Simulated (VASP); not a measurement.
A run of VASP 6.6.1 is set up as follows.

POSCAR

```
Pd
1.0
   -1.5929712806      1.5929712806      1.5929712806
    1.5929712806     -1.5929712806      1.5929712806
    1.5929712806      1.5929712806     -1.5929712806
Pd
1
Direct
    0.0000000000      0.0000000000      0.0000000000
```

The input INCAR.step1:

```
SYSTEM = Pd
ALGO = Normal
EDIFF = 1E-5
ENCUT = 520
GGA = PE
ISIF = 2
ISMEAR = -1
LASPH = .True.
LREAL = .False.
LWAVE = .True.
NBANDS = 11
NELM = 60
PREC = Accurate
SIGMA = 0.05
```

Contents of INCAR.step2:

```
SYSTEM = Pd
AEXX = 0.25
ALGO = Normal
EDIFF = 1E-7
ENCUT = 520
GGA = PE
ISIF = 2
ISMEAR = -1
ISTART = 1
LASPH = .True.
LCHARG = .True.
LELF = .True.
LHFCALC = .True.
LREAL = .False.
LVHAR = .True.
LWAVE = .False.
NBANDS = 11
NELM = 60
PREC = Accurate
PRECFOCK = Normal
SIGMA = 0.05
```

Contents of KPOINTS:

```
k-points
0
Gamma
  6 6 6
  0 0 0
```

Potentials or basis: VASP PAW PBE potentials, release 64 (Pd).

Launch:

```bash
$ cat potpaw_PBE.64/Pd/POTCAR > POTCAR
$ cp INCAR.step1 INCAR
$ mpirun -np 1 vasp_std > vasp.out
$ cp INCAR.step2 INCAR
$ mpirun -np 1 vasp_std > vasp.out
```

Question: Estimate the band gap on the k mesh.

Answer: Zero (bands 5 and 6 overlap by 2.73 eV).

Question: Estimate the pressure.

Answer: -11.8 GPa.

Caveat: the k points lie up to 0.46 Å⁻¹ apart, too coarse for converged energies and pressures of a metal; the PAW data sets were made with another functional, which shifts forces and pressure a little.
